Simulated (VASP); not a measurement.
**HfO2: single point with r2SCAN**

Crystal: HfO2.

```
Hf O
1.0
     0.00000    2.57567    2.57567
     2.57567    0.00000    2.57567
     2.57567    2.57567    0.00000
Hf O
1 2
Direct
  0.00000 0.00000 0.00000
  0.25000 0.25000 0.25000
  0.75000 0.75000 0.75000
```

```yaml
Program: VASP 6.6.1
Task: single point
Functional: r2SCAN
Potentials_or_basis: VASP PAW PBE potentials, release 64 (Hf_pv, O)
Cutoff: 520 eV
k_mesh: 9 × 9 × 9
Occupations: fermi-dirac, width 0.0403 eV
Spin: non-collinear spin, zero start, spin-orbit coupling
Starting_moments: "[[0.0, 0.0, 0.0], [0.0, 0.0, 0.0], [0.0, 0.0, 0.0]] μB"
Dipole_correction: no
Further_INCAR_settings: ALGO = Normal; EDIFF = 1e-06; NBANDS = 35
```

```yaml
Pressure: -16.4 GPa
Net_moment: 0.00 μB per cell
Valence_electrons_inside_the_program's_atomic_spheres: Hf 8.09; O 5.11
```

Moments on the atoms (μB; x, y, z):
```
Hf  0.00 0.00 0.00
O   0.00 0.00 0.00
O   0.00 0.00 0.00
```

It used 920 s of CPU time on 1 thread of AMD EPYC 7R13 Processor (Zen 3) (shared host).

Caveat: the PAW data sets were made with another functional, which shifts forces and pressure a little.
